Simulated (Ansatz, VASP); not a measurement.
## Sn in VASP and in Ansatz

```
CELL_PARAMETERS angstrom
-1.58842 1.63350 2.33834
1.58842 -1.63350 2.33834
1.58842 1.63350 -2.33834
ATOMIC_POSITIONS crystal
Sn 0.00000 0.00000 0.00000
```

Change from the starting cell: strain -0.080 along x and y, +0.000 along z, atoms carried along.

Alike in both runs: task single point; functional PBEsol; dispersion D3(BJ); k mesh 20 × 20 × 20; occupations gaussian, width 0.15 eV; no spin polarisation.

|  | VASP | Ansatz |
| --- | --- | --- |
| version | VASP 6.6.1 | Ansatz 0.2.0 |
| potentials or method | VASP PAW PBE potentials, release 64 (Sn_d), cutoff 520 eV | scalar-relativistic, plane waves, PAW |
| valence electrons in the cell | 14 | 14 |

|  | VASP | Ansatz | Ansatz less VASP |
| --- | --- | --- | --- |
| gap on the k mesh at the Fermi level (eV) | none | none | - |
| pressure (GPa) | 2.9 | 2.9 | +0.03 |
| traceless stress, the component that is largest in VASP (GPa) | -0.62 | -0.62 | +0.001 |

VASP's potentials were made for PBE, not for PBEsol. A gap of «none» marks a metal or a gap that the smearing closes.
